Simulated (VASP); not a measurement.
# Pb (Fm-3m) in VASP: notebook

The runs below take Pb through single point, with r2SCAN.

All numbers are computed with VASP 6.6.1; they aren't measurements. Logs are shortened: lines on timing, memory, paths and dates and some standing lists are left out, and cuts for length are marked.

### 1 The cell of the first run

The structure is cubic, space group Fm-3m (No. 225). Conventional cell: a = 4.989 Å, b = 4.989 Å, c = 4.989 Å, α = 90.00°, β = 90.00°, γ = 90.00°. Pb (site symmetry m-3m) has 12 Pb at 3.53 Å within 4.6 Å.

### 2 Single point, r2SCAN

Input file POSCAR:

```
Pb
1.0
    0.0000000000      2.4946408835      2.4946408835
    2.4946408835      0.0000000000      2.4946408835
    2.4946408835      2.4946408835      0.0000000000
Pb
1
Direct
    0.0000000000      0.0000000000      0.0000000000
```

Input file INCAR.step1:

```
SYSTEM = Pb
ALGO = Normal
EDIFF = 1E-4
ENCUT = 520
GGA = PE
ISMEAR = -1
LASPH = .True.
LCHARG = .False.
LREAL = .False.
LWAVE = .True.
NBANDS = 13
NELM = 80
PREC = Accurate
SIGMA = 0.2
```

Input file INCAR.step2:

```
SYSTEM = Pb
ALGO = Normal
EDIFF = 1E-6
ENCUT = 520
ISIF = 2
ISMEAR = -1
ISTART = 1
LASPH = .True.
LCHARG = .True.
LELF = .True.
LMIXTAU = .True.
LREAL = .False.
LVHAR = .True.
LWAVE = .False.
METAGGA = R2SCAN
NBANDS = 13
NELM = 80
PREC = Accurate
SIGMA = 0.2
```

Input file KPOINTS:

```
k-points
0
Gamma
  11 11 11
  0 0 0
```

Potentials or basis: VASP PAW PBE potentials, release 64 (Pb_d).

Command:

```
cat potpaw_PBE.64/Pb_d/POTCAR > POTCAR
cp INCAR.step1 INCAR
mpirun -np 1 vasp_std > vasp.out
cp INCAR.step2 INCAR
mpirun -np 1 vasp_std > vasp.out
```

OUTCAR:

```text
SYSTEM = Pb
   EDIFF = 1E-6
   ENCUT = 520
   ISIF = 2
   ISMEAR = -1
   ISTART = 1
   LASPH = .True.
   LREAL = .False.
   METAGGA = R2SCAN
   NELM = 80
   PREC = Accurate

 ion  position               nearest neighbor table
   1  0.000  0.000  0.000-

  LATTYP: Found a face centered cubic cell.
 ALAT       =     4.9892817670

  Lattice vectors:

 A1 = (   0.0000000000,   2.4946408835,   2.4946408835)
 A2 = (   2.4946408835,   0.0000000000,   2.4946408835)
 A3 = (   2.4946408835,   2.4946408835,   0.0000000000)

Analysis of symmetry for initial positions (statically):
=====================================================================
 Subroutine PRICEL returns:
 Original cell was already a primitive cell.

 Routine SETGRP: Setting up the symmetry group for a
 face centered cubic supercell.

 Subroutine GETGRP returns: Found 48 space group operations
 (whereof 48 operations were pure point group operations)
 out of a pool of 48 trial point group operations.

The static configuration has the point symmetry O_h .

Analysis of symmetry for dynamics (positions and initial velocities):
=====================================================================
 Subroutine PRICEL returns:
 Original cell was already a primitive cell.

 Routine SETGRP: Setting up the symmetry group for a
 face centered cubic supercell.

 Subroutine GETGRP returns: Found 48 space group operations
 (whereof 48 operations were pure point group operations)
 out of a pool of 48 trial point group operations.

The dynamic configuration has the point symmetry O_h .

 Subroutine INISYM returns: Found 48 space group operations
 (whereof 48 operations are pure point group operations),
 and found     1 'primitive' translations

----------------------------------------------------------------------------------------

                                     Primitive cell

  volume of cell :      31.0495

  direct lattice vectors                    reciprocal lattice vectors
     0.000000000  2.494640883  2.494640883    -0.200429650  0.200429650  0.200429650
     2.494640883  0.000000000  2.494640883     0.200429650 -0.200429650  0.200429650
     2.494640883  2.494640883  0.000000000     0.200429650  0.200429650 -0.200429650

  length of vectors
     3.527954971  3.527954971  3.527954971     0.347154338  0.347154338  0.347154338

  position of ions in fractional coordinates (direct lattice)
     0.000000000  0.000000000  0.000000000

  ion indices of the primitive-cell ions
   primitive index   ion index
                 1           1

----------------------------------------------------------------------------------------

 KPOINTS: k-points

Automatic generation of k-mesh.
 Grid dimensions read from file:
 generate k-points for:   11   11   11

 Generating k-lattice:

  Cartesian coordinates                     Fractional coordinates (reciprocal lattice)
    -0.018220877  0.018220877  0.018220877     0.090909091  0.000000000  0.000000000
     0.018220877 -0.018220877  0.018220877     0.000000000  0.090909091  0.000000000
     0.018220877  0.018220877 -0.018220877     0.000000000  0.000000000  0.090909091

  Length of vectors
     0.031559485  0.031559485  0.031559485

  Shift w.r.t. Gamma in fractional coordinates (k-lattice)
     0.000000000  0.000000000  0.000000000

 Subroutine IBZKPT returns following result:
 ===========================================

 Found     56 irreducible k-points:

 Following reciprocal coordinates:
            Coordinates               Weight
  0.000000  0.000000  0.000000      1.000000
  0.090909  0.000000  0.000000      8.000000
  0.181818  0.000000  0.000000      8.000000
  0.272727  0.000000  0.000000      8.000000
  0.363636  0.000000  0.000000      8.000000
  0.454545  0.000000  0.000000      8.000000
[... 16 lines left out ...]
 -0.272727  0.181818  0.000000     24.000000
 -0.181818  0.181818  0.000000     12.000000
 [... further k-points ...]
   k-points           NKPTS =     56   k-points in BZ     NKDIM =     56   number of bands    NBANDS=     13
   number of dos      NEDOS =    301   number of ions     NIONS =      1
   total plane-waves  NPLWV =  21952
   dimension x,y,z NGX =    28 NGY =   28 NGZ =   28
   dimension x,y,z NGXF=    56 NGYF=   56 NGZF=   56
   ions per type =               1
   NGX,Y,Z   is equivalent  to a cutoff of  13.19, 13.19, 13.19 a.u.
   NGXF,Y,Z  is equivalent  to a cutoff of  26.39, 26.39, 26.39 a.u.
 SYSTEM =  Pb
   PREC   = accura    normal or accurate (medium, high low for compatibility)
   ISTART =      1    job   : 0-new  1-cont  2-samecut
   ICHARG =      0    charge: 1-file 2-atom 10-const
   ISPIN  =      1    spin polarized calculation?
   LNONCOLLINEAR =      F non collinear calculations
   LSORBIT =      F    spin-orbit coupling
   LASPH  =      T    aspherical Exc in radial PAW
   ENCUT  =  520.0 eV  38.22 Ry    6.18 a.u.   6.56  6.56  6.56*2*pi/ulx,y,z
   NELM   =     80;   NELMIN=  2; NELMDL=  0     # of ELM steps
   EDIFF  = 0.1E-05   stopping-criterion for ELM
   LREAL  =      F    real-space projection
   EDIFFG = 0.1E-04   stopping-criterion for IOM
   NSW    =      0    number of steps for IOM
   IBRION =     -1    ionic relax: 0-MD 1-quasi-New 2-CG
   NFREE  =      0    steps in history (QN), initial steepest desc. (CG)
   ISIF   =      2    stress and relaxation
   ISYM   =      2    0-nonsym 1-usesym 2-fastsym
   POTIM  = 0.5000    time-step for ionic-motion
   TEBEG  =    0.0;   TEEND  =   0.0 temperature during run
   PSTRESS=    0.0 pullay stress
   NELECT =      14.0000    total number of electrons
   NUPDOWN=      -1.0000    fix difference up-down
   EMIN   =  10.00;   EMAX   =-10.00  energy-range for DOS
   EFERMI =   0.00;   METHOD = LEGACY
   ISMEAR =    -1;   SIGMA  =   0.20  broadening in eV -4-tet -1-fermi 0-gaus
   EFERMI_NEDOS =   21; number of points for ismear=-14 and -15
   IALGO  =     38    algorithm
   IMIX   =      4    mixing-type and parameters
     AMIX     =   0.40;   BMIX     =  1.00
     AMIX_MAG =   1.60;   BMIX_MAG =  1.00
  volume/ion in A,a.u.               =      31.05       209.53
  Fermi-wavevector in a.u.,A,eV,Ry     =   1.255354  2.372275 21.441600  1.575913
  Thomas-Fermi vector in A             =   2.389115
   LORBIT       =      0    0 simple, 1 ext, 2 COOP (PROOUT), +10 PAW based schemes
   METAGGA = R2SCAN    functional components
   LHFCALC =     F    Hartree Fock is set to
   AEXX    =    0.0000 exact exchange contribution
   IVDW    =     0    specifies the selected vdW correction
   LEPSILON=     F    determine dielectric tensor
   LRPA    =     F    only Hartree local field effects (RPA)
 non-spin polarized calculation
  energy-cutoff  :      520.00
  volume of cell :       31.05
 maximum number of plane-waves:       869
   NGX = 13   NGY = 13   NGZ = 13

 number of electron      14.0000000 magnetization

 Free energy of the ion-electron system (eV)
  ---------------------------------------------------
  ext. energy  EPLUGINS =         0.00000000
  ---------------------------------------------------
  free energy    TOTEN  =       -56.31276807 eV

  energy without entropy =      -56.24807524  energy(sigma->0) =      -56.28042165

 E-fermi :   7.0069     XC(G=0): -10.7966

 val. band max:        6.9958231076   @ k =   0.3636   0.2727   0.0000
 cond. band min:       7.0804076376   @ k =   0.2727   0.0000   0.0000
 fundamental gap:      0.0845845300
 Fermi energy:         7.0068823061

 k-point     1 :       0.0000    0.0000    0.0000
  band No.  band energies     occupation
      1     -10.7464      2.00000
      2     -10.7464      2.00000
      3     -10.7464      2.00000
      4     -10.6091      2.00000
      5     -10.6091      2.00000
      6      -5.1715      2.00000
      7      14.4989      0.00000
      8      14.4989      0.00000
      9      14.4989      0.00000
     10      17.3627      0.00000
     11      18.9440      0.00000
     12      19.8869      0.00000
     13      19.8869      0.00000

 k-point     2 :       0.0909    0.0000    0.0000
  band No.  band energies     occupation
      1     -10.7467      2.00000
      2     -10.7349      2.00000
      3     -10.7349      2.00000
      4     -10.6095      2.00000
      5     -10.6095      2.00000
      6      -5.0084      2.00000
      7      12.7594      0.00000
      8      14.2985      0.00000
      9      14.2985      0.00000
     10      16.9834      0.00000
     11      19.6701      0.00000
     12      20.2425      0.00000
     13      20.2425      0.00000

 k-point     3 :       0.1818    0.0000    0.0000
  band No.  band energies     occupation
      1     -10.7492      2.00000
      2     -10.7145      2.00000
      3     -10.7145      2.00000
      4     -10.5995      2.00000
      5     -10.5995      2.00000
      6      -4.5195      2.00000
      7       9.8728      0.00000
      8      13.8305      0.00000
      9      13.8305      0.00000
     10      16.6088      0.00000
     11      20.0911      0.00000
     12      20.4941      0.00000
     13      20.4941      0.00000
[... 305 lines left out ...]
 k-point    23 :      -0.2727    0.1818    0.0000
  band No.  band energies     occupation
      1     -10.7348      2.00000
      2     -10.7196      2.00000
      3     -10.6578      2.00000
      4     -10.5814      2.00000
      5     -10.5245      2.00000
      6      -2.5091      2.00000
      7       5.8558      1.99369
      8       8.7287      0.00036
      9      12.9390      0.00000
     10      16.1893      0.00000
     11      19.2081      0.00000
     12      20.0495      0.00000
     13      21.7631      0.00000

 k-point    24 :      -0.1818    0.1818    0.0000
  band No.  band energies     occupation
      1     -10.7398      2.00000
      2     -10.7132      2.00000
      3     -10.6511      2.00000
      4     -10.6372      2.00000
      5     -10.5376      2.00000
      6      -3.4548      2.00000
      7       7.8078      0.03581
      8       9.5253      0.00001
      9      13.8589      0.00000
     10      17.2432      0.00000
     11      18.6208      0.00000
     12      19.8578      0.00000
     13      20.5023      0.00000

 [... further k-points ...]

------------------------ aborting loop because EDIFF is reached ----------------------------------------

  FORCE on cell =-STRESS in cart. coord.  units (eV):
  Direction    XX          YY          ZZ          XY          YZ          ZX
  --------------------------------------------------------------------------------------
  -------------------------------------------------------------------------------------
  Total        0.0347844      0.0347844      0.0347844     -0.0000000     -0.0000000      0.0000000
  in kB        1.7949006      1.7949006      1.7949006     -0.0000000     -0.0000000      0.0000000
  external PRESSURE =       1.7949006 kB  Pullay stress =       0.0000000 kB

 VOLUME and BASIS-vectors are now :
 -----------------------------------------------------------------------------
  energy-cutoff  :      520.00
  volume of cell :       31.05
      direct lattice vectors                 reciprocal lattice vectors
     0.000000000  2.494640883  2.494640883    -0.200429650  0.200429650  0.200429650
     2.494640883  0.000000000  2.494640883     0.200429650 -0.200429650  0.200429650
     2.494640883  2.494640883  0.000000000     0.200429650  0.200429650 -0.200429650

 POSITION                                       TOTAL-FORCE (eV/Angst)
 -----------------------------------------------------------------------------------
      0.00000      0.00000      0.00000         0.000000      0.000000      0.000000
 -----------------------------------------------------------------------------------
    total drift:                               -0.000000     -0.000000     -0.000000

  FREE ENERGIE OF THE ION-ELECTRON SYSTEM (eV)
  ---------------------------------------------------
  free  energy   TOTEN  =       -56.3127680694 eV

  energy  without entropy=      -56.2480752376  energy(sigma->0) =      -56.28042165
```

It took 59 s on 1 thread of Intel Xeon Platinum 8488C (Sapphire Rapids), shared host; peak memory 0.17 GiB.

What came out:

```yaml
Free_energy: -56.3128 eV
Pressure: 0.2 GPa
Band_gap_on_the_k_mesh: zero (band 7 reaches 14.50 eV, above the bottom of band 8 at 5.53 eV)
```

Caveat: the PAW data sets were made with another functional, which shifts forces and pressure a little; spin-orbit coupling is left out, which moves the levels of the heavy elements.

### 3 Single point, r2SCAN

POSCAR is that of step 2.

Input file INCAR.step1:

```
  PREC = Accurate
  ENCUT = 520
  ISMEAR = -1
  SIGMA = 0.3
  LREAL = F
  LASPH = T
  NELM = 80
  NBANDS = 13
  GGA = PE
  ALGO = Normal
  EDIFF = 1E-4
  LWAVE = T
  LCHARG = F
```

Input file INCAR.step2:

```
  PREC = Accurate
  ENCUT = 520
  EDIFF = 1E-6
  ISMEAR = -1
  SIGMA = 0.3
  LREAL = F
  LASPH = T
  NELM = 80
  ALGO = Normal
  ISIF = 2
  LWAVE = F
  LCHARG = F
  METAGGA = R2SCAN
  LMIXTAU = T
  NBANDS = 13
  ISTART = 1
```

Input file KPOINTS:

```
Automatic mesh
0
Gamma
  11 11 11
```

Potentials or basis: VASP PAW PBE potentials, release 64 (Pb_d).

Command:

```
cat potpaw_PBE.64/Pb_d/POTCAR > POTCAR
cp INCAR.step1 INCAR
mpirun -np 1 vasp_std > vasp.out
cp INCAR.step2 INCAR
mpirun -np 1 vasp_std > vasp.out
```

Wall time 54 s (1 thread of Intel Xeon Platinum 8488C (Sapphire Rapids), shared host); peak memory 0.17 GiB.

It converged, with:

- Free energy: -56.3540 eV
- Pressure: 0.4 GPa
- Band gap on the k mesh: zero (band 7 reaches 14.50 eV, above the bottom of band 8 at 5.53 eV)

Levels at points of the mesh, in eV from the Fermi level:
```
           k point  band 4  band 5  band 6  band 7  band 8  band 9  band 10  band 11
(0.00, 0.00, 0.00)  -17.61  -17.61  -12.17    7.50    7.50    7.50    10.37    11.94
```

Caveat: the PAW data sets were made with another functional, which shifts forces and pressure a little; spin-orbit coupling is left out, which moves the levels of the heavy elements.

### 4 Single point, r2SCAN

POSCAR is that of step 3.

Input file INCAR.step1:

```
PREC     = Accurate       # precision mode
ENCUT    = 520            # plane-wave cutoff, eV
ISMEAR   = -1             # smearing method
SIGMA    = 0.6            # smearing width, eV
LREAL    = F              # projectors in reciprocal space
LASPH    = T              # aspherical terms in the spheres
NELM     = 80             # most SCF steps
NBANDS   = 13             # bands
GGA      = PE             # functional
ALGO     = Normal         # electronic algorithm
EDIFF    = 1E-4           # SCF threshold, eV
LWAVE    = T              # write WAVECAR
LCHARG   = F              # write CHGCAR
```

Input file INCAR.step2:

```
PREC     = Accurate       # precision mode
ENCUT    = 520            # plane-wave cutoff, eV
EDIFF    = 1E-7           # SCF threshold, eV
ISMEAR   = -1             # smearing method
SIGMA    = 0.6            # smearing width, eV
LREAL    = F              # projectors in reciprocal space
LASPH    = T              # aspherical terms in the spheres
NELM     = 80             # most SCF steps
ALGO     = Normal         # electronic algorithm
ISIF     = 2              # what is computed and relaxed
LWAVE    = F              # write WAVECAR
LCHARG   = F              # write CHGCAR
METAGGA  = R2SCAN         # meta-GGA
LMIXTAU  = T            
NBANDS   = 13             # bands
ISTART   = 1
```

KPOINTS is that of step 3.

Command:

```
cat potpaw_PBE.64/Pb_d/POTCAR > POTCAR
cp INCAR.step1 INCAR
mpirun -np 1 vasp_std > vasp.out
cp INCAR.step2 INCAR
mpirun -np 1 vasp_std > vasp.out
```

It took 63 s on 1 thread of Intel Xeon Platinum 8488C (Sapphire Rapids), shared host; peak memory 0.17 GiB.

It converged, with:

```
Free energy            : -56.5869 eV
Pressure               : 1.5 GPa
Band gap on the k mesh : zero (band 7 reaches 14.49 eV, above the bottom of band 8 at 5.54 eV)
```

Levels at points of the mesh, in eV from the Fermi level:
```
           k point  band 3  band 4  band 5  band 6  band 7  band 8  band 9  band 10  band 11  band 12
(0.00, 0.00, 0.00)  -17.71  -17.57  -17.57  -12.13    7.52    7.52    7.52    10.42    11.98    12.91
```

Caveat: the PAW data sets were made with another functional, which shifts forces and pressure a little; spin-orbit coupling is left out, which moves the levels of the heavy elements.

### 5 Overview

```csv
smearing,gap on the mesh (eV),pressure (GPa)
fermi-dirac 0.2 eV,none,0.2
fermi-dirac 0.3 eV,none,0.4
fermi-dirac 0.6 eV,none,1.5
```

Alike in all rows: task single point; level r2SCAN; potentials or basis VASP PAW PBE potentials, release 64 (Pb_d); no spin polarisation; cell as given; k mesh 11 × 11 × 11; cutoff (eV) 520.

Every run on the cell as given and a fine mesh finds a metal.

Caveats: the PAW data sets were made with another functional, which shifts forces and pressure a little; spin-orbit coupling is left out, which moves the levels of the heavy elements.

Total energies depend on the potentials used, so only differences within one code and one set of settings carry meaning.
